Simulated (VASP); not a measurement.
Write the native input for VASP 6.6.1 that does the following.

```yaml
Task: relaxation of cell and atoms
Functional: PBE
Potentials_or_basis: VASP PAW PBE potentials, release 64 (Mg, Ge_d)
Cutoff: 600 eV
k_mesh: 4 × 4 × 4
Occupations: gaussian, width 0.1 eV
Spin: no spin polarisation
Dipole_correction: no
Further_INCAR_settings: ALGO = Normal; EDIFF = 1e-06; IBRION = 2; EDIFFG = -0.04; NSW = 90; ISIF = 3
```

The structure of Mg2Ge3 lies in POSCAR:

```
Mg2Ge3
1.0
   -3.9191835900      3.9191835900      3.9191835900
    3.9191835900     -3.9191835900      3.9191835900
    3.9191835900      3.9191835900     -3.9191835900
Mg Ge
4 6
Direct
    0.0000000000      0.2500000000      0.5000000000
    0.2500000000      0.2500000000      0.2500000000
    0.2500000000      0.5000000000      0.0000000000
    0.5000000000      0.0000000000      0.2500000000
    0.6250000000      0.2500000000      0.8750000000
    0.8750000000      0.6250000000      0.2500000000
    0.7500000000      0.6250000000      0.8750000000
    0.2500000000      0.8750000000      0.6250000000
    0.8750000000      0.7500000000      0.6250000000
    0.6250000000      0.8750000000      0.7500000000
```

The cell was built from a structure type or drawn by symmetry, and may not be a known phase.

One way to write it, as run:

INCAR

```
SYSTEM = Mg2Ge3
PREC = Accurate
ENCUT = 600
EDIFF = 1E-6
ISMEAR = 0
SIGMA = 0.1
LREAL = .False.
LASPH = .True.
NELM = 100
ALGO = Normal
ISIF = 3
LWAVE = .False.
LCHARG = .False.
GGA = PE
IBRION = 2
NSW = 90
EDIFFG = -0.04
```

KPOINTS

```
regular mesh
0
Gamma
  4 4 4
  0 0 0
```

Potentials or basis: VASP PAW PBE potentials, release 64 (Mg, Ge_d).

Run with:

```bash
$ cat potpaw_PBE.64/Mg/POTCAR potpaw_PBE.64/Ge_d/POTCAR > POTCAR
$ mpirun -np 1 vasp_std > vasp.out
```

Results of the run:

```json
{
  "Relaxed volume": "28.71 Å³/atom",
  "Relaxed cell": "a = 7.198 Å, b = 7.198 Å, c = 7.198 Å, α = 109.47°, β = 109.47°, γ = 109.47°",
  "Space group after relaxing (to 0.1 Å)": "I4_132 (No. 214)",
  "Energy gained by relaxing": "104.1 meV/atom",
  "Ionic steps": "2",
  "Pressure after relaxing": "0.1 GPa",
  "Band gap on the k mesh": "zero (bands 46 and 47 overlap by 0.46 eV)"
}
```

Caveat: the volume moved by over 15 % at a fixed basis, so the end points are rough.

Run time: 3.2 min on 1 thread of Intel(R) Xeon(R) Platinum 8488C (Sapphire Rapids), with other jobs on the host, peak memory 0.46 GiB.
